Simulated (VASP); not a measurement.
Input of a VASP 6.6.1 run:

The input POSCAR:

```
Si
1.0
    3.9279328026      0.0000000000      0.0000000000
   -1.9639664013      3.4016895914      0.0000000000
    0.0000000000      0.0000000000      6.2979579799
Si
4
Direct
    0.3333333333      0.6666666667     -0.0013027245
    0.6666666667      0.3333333333      0.4986972755
    0.3333333333      0.6666666667      0.3763027245
    0.6666666667      0.3333333333      0.8763027245
```

File INCAR.step1:

```
PREC     = Accurate       # precision mode
ENCUT    = 520            # plane-wave cutoff, eV
EDIFF    = 1E-5           # SCF threshold, eV
ISMEAR   = 0              # smearing method
SIGMA    = 0.01           # smearing width, eV
LREAL    = False          # projectors in reciprocal space
LASPH    = True           # aspherical terms in the spheres
NELM     = 60             # most SCF steps
ALGO     = Normal         # electronic algorithm
ISIF     = 2              # what is computed and relaxed
LWAVE    = True           # write WAVECAR
LCHARG   = False          # write CHGCAR
NBANDS   = 16             # bands
GGA      = PE             # functional
```

The input INCAR.step2:

```
PREC     = Accurate       # precision mode
ENCUT    = 520            # plane-wave cutoff, eV
EDIFF    = 1E-6           # SCF threshold, eV
ISMEAR   = 0              # smearing method
SIGMA    = 0.01           # smearing width, eV
LREAL    = False          # projectors in reciprocal space
LASPH    = True           # aspherical terms in the spheres
NELM     = 60             # most SCF steps
ALGO     = Normal         # electronic algorithm
ISIF     = 2              # what is computed and relaxed
LWAVE    = False          # write WAVECAR
LCHARG   = False          # write CHGCAR
GGA      = PE             # functional
LHFCALC  = True           # exact exchange
HFSCREEN = 0.2079         # screening, 1/A
PRECFOCK = Normal       
NBANDS   = 16             # bands
ISTART   = 1
```

File KPOINTS:

```
Automatic mesh
0
Gamma
  6 6 4
```

Potentials or basis: VASP PAW PBE potentials, release 64 (Si).

Launch:

```sh
$ cat potpaw_PBE.64/Si/POTCAR > POTCAR
$ cp INCAR.step1 INCAR
$ mpirun -np 1 vasp_std > vasp.out
$ cp INCAR.step2 INCAR
$ mpirun -np 1 vasp_std > vasp.out
```

(1) Estimate the band gap on the k mesh.

(2) Predict the pressure.

(3) Estimate the largest force.

Results:

(1) 0.96 eV (least direct gap 1.23 eV).

(2) -4.2 GPa.

(3) 0.020 eV/Å.

Caveat: the cell differs from its parent crystal (epitaxial xy strain +2.5%); the stress differs along the axes, from -6 to -1 GPa; the PAW data sets were made with another functional, which shifts forces and pressure a little.
